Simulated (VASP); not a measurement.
**ZnAg: single point with LDA**

The system is ZnAg.

```
Zn Ag
1.0
     3.15600    0.00000    0.00000
     0.00000    3.15600    0.00000
     0.00000    0.00000    3.15600
Zn Ag
1 1
Direct
  0.50000 0.50000 0.50000
  0.00000 0.00000 0.11882
```

This cell differs from its parent crystal: all Ag atoms moved +0.375 Å, as atom 2 along Cartesian [0 0 1].

```json
{
 "Program": "VASP 6.6.1",
 "Task": "single point",
 "Functional": "LDA",
 "Potentials or basis": "VASP PAW LDA potentials, release 64 (Zn, Ag)",
 "Cutoff": "520 eV",
 "k mesh": "16 × 16 × 16",
 "Occupations": "gaussian, width 0.15 eV",
 "Spin": "no spin polarisation",
 "Dipole correction": "no",
 "Further INCAR settings": "ALGO = Fast; EDIFF = 1e-06; NBANDS = 18"
}
```

- Pressure: -2.5 GPa
- Largest force: 1.055 eV/Å
- Band gap on the k mesh: zero (an odd number of electrons rules out a gap without spin polarisation)

Forces in eV/Å, atoms in the order of the input:
```
Zn   0.000  0.000  1.055
Ag   0.000  0.000 -1.055
```

Stress tensor (GPa, compression positive):
```
-0.90  0.00  0.00
 0.00 -0.90  0.00
 0.00  0.00 -5.85
```

Levels at points of the mesh, in eV from the Fermi level:
| k point | band 8 | band 9 | band 10 | band 11 | band 12 | band 13 | band 14 | band 15 | band 16 | band 17 |
| --- | --- | --- | --- | --- | --- | --- | --- | --- | --- | --- |
| (0.00, 0.00, 0.00) | -5.43 | -4.45 | -4.45 | -4.34 | 5.31 | 5.31 | 5.99 | 9.58 | 10.91 | 11.28 |
| (0.50, 0.00, 0.00) | -5.49 | -5.13 | -4.71 | -4.39 | -2.70 | 9.00 | 10.54 | 10.81 | 11.35 | 11.46 |
| (0.00, 0.00, 0.50) | -5.17 | -5.17 | -4.92 | -4.44 | -2.54 | 9.66 | 9.66 | 11.14 | 11.43 | 12.24 |
| (0.50, 0.50, 0.00) | -4.76 | -4.76 | -4.05 | -1.53 | -1.53 | 1.45 | 2.21 | 11.25 | 13.65 | 13.65 |
| (0.00, 0.50, 0.50) | -4.62 | -4.51 | -4.01 | -1.73 | -1.43 | 1.43 | 2.10 | 10.92 | 13.34 | 13.45 |
| (0.50, 0.50, 0.50) | -6.22 | -4.02 | -3.98 | 1.69 | 3.14 | 3.14 | 4.15 | 4.89 | 5.80 | 5.80 |

It took 2.3 min on 1 thread of Intel Xeon 8259CL, with other jobs on the host, peak memory 0.33 GiB.

Caveat: the cell differs from its parent crystal (all Ag atoms moved +0.375 Å, as atom 2 along Cartesian [0 0 1]); forces of over 1 eV/Å act on the atoms, so gaps and moduli don't describe the material at rest.
